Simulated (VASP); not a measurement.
Wanted: the native input for a VASP 6.6.1 run.

```
Task                   : single point
Functional             : PBE
Dispersion             : D4
Potentials or basis    : VASP PAW PBE potentials, release 64 (Ta_sv_GW, As_d, Au_sv_GW, O)
Cutoff                 : 700 eV
k mesh                 : 5 × 5 × 2
Occupations            : fermi-dirac, width 0.05 eV
Spin                   : no spin polarisation
Dipole correction      : no
Further INCAR settings : LREAL = Auto; ALGO = Normal; EDIFF = 1e-06; NBANDS = 100
```

The structure of Ta3AsAu2O13 lies in POSCAR:

```
Ta3AsAu2O13
1.0
    6.7494785284     -1.9142042352     -0.0327134880
    6.7494785284      1.9142042352     -0.0327134880
   -1.7193884251      0.0000000000     10.3254177908
Ta As Au O
3 1 2 13
Direct
    0.2977446746      0.2977446746      0.6300942512
    0.3579180390      0.3579180390      0.0043358519
    0.6419209443      0.6419209443      0.9989143654
    0.7025302726      0.7025302726      0.3629841596
    0.6007713345      0.6007713345      0.6314167966
    0.4014322427      0.4014322427      0.3667656644
    0.3417942828      0.3417942828      0.8057384573
    0.4172719727      0.4172719727      0.5576911237
    0.7811311523      0.7811311523      0.5914075025
    0.6598734040      0.6598734040      0.2004968945
    0.5897911797      0.5897911797      0.4338922989
    0.2190098186      0.2190098186      0.4111877242
    0.6157061929      0.6157061929      0.8218646979
    0.1431834772      0.1431834772      0.6402335233
    0.3838020027      0.3838020027      0.1804265931
    0.8453847566      0.8453847566      0.3584052847
    0.5003863388      0.5003863388      0.0023504206
    0.8124312333      0.8124312333      0.9927172425
    0.1879366806      0.1879366806      0.0090671475
```

These files were run (other wordings do the same):

INCAR

```
SYSTEM = Ta3AsAu2O13
PREC = Accurate ; ENCUT = 700
EDIFF = 1E-6 ; ISMEAR = -1
SIGMA = 0.05 ; LREAL = Auto
LASPH = .TRUE. ; NELM = 120
ALGO = Normal ; ISIF = 2
LWAVE = .FALSE. ; LCHARG = .FALSE.
GGA = PE ; IVDW = 13
NBANDS = 100 ; GGA_COMPAT = .FALSE.
```

KPOINTS

```
Automatic mesh
0
G
  5 5 2
  0 0 0
```

Potentials or basis: VASP PAW PBE potentials, release 64 (Ta_sv_GW, As_d, Au_sv_GW, O).

Command:

```console
$ cat potpaw_PBE.64/Ta_sv_GW/POTCAR potpaw_PBE.64/As_d/POTCAR potpaw_PBE.64/Au_sv_GW/POTCAR potpaw_PBE.64/O/POTCAR > POTCAR
$ mpirun -np 1 vasp_std > vasp.out
```

It gave:

```
Pressure                   : 0.0 GPa
Largest force              : 0.157 eV/Å
Band gap on the k mesh     : zero (bands 85 and 86 overlap by 0.11 eV)
Dispersion energy per atom : -0.184 eV
```

Caveat: spin-orbit coupling is left out, which moves the levels of the heavy elements.

Wall time 77 min on 1 thread of AMD EPYC 9R14 (Zen 4) (shared host), peak memory 1 GiB.
